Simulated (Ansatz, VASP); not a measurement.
# Two plane-wave programs on CoW3

```xyz
4
Lattice="3.8582 0.0000 0.0000 0.0000 3.8582 0.0000 0.0000 0.0000 3.8582" Properties=species:S:1:pos:R:3 pbc="T T T"
Co    0.0000    0.0000    0.0000
W     0.0000    1.9291    1.9291
W     1.9291    0.0000    1.9291
W     1.9291    1.9291    0.0000
```

Alike in both runs: task single point; functional PBEsol; k mesh 14 × 14 × 14; occupations gaussian, width 0.15 eV; no spin polarisation.

|  | VASP | Ansatz |
| --- | --- | --- |
| version | VASP 6.6.1 | Ansatz 0.2.0 |
| potentials or method | VASP PAW PBE potentials, release 64 (Co, W_sv), cutoff 520 eV | scalar-relativistic, plane waves, PAW |
| valence electrons in the cell | 51 | 59 |

VASP gave:

| Quantity | Value |
| --- | --- |
| gap on the k mesh at the Fermi level (eV) | none |
| pressure (GPa) | 0.6 |

Problem. Estimate Ansatz's values.

Solution. gap on the k mesh at the Fermi level (eV): none; pressure (GPa): 0.0.

VASP's potentials were made for PBE, not for PBEsol. A gap of «none» marks a metal or a gap that the smearing closes. VASP's potentials hold 51 valence electrons a cell and Ansatz's 59, so a difference there can come from the potentials and not from the codes.

Neither program's run includes spin-orbit coupling.
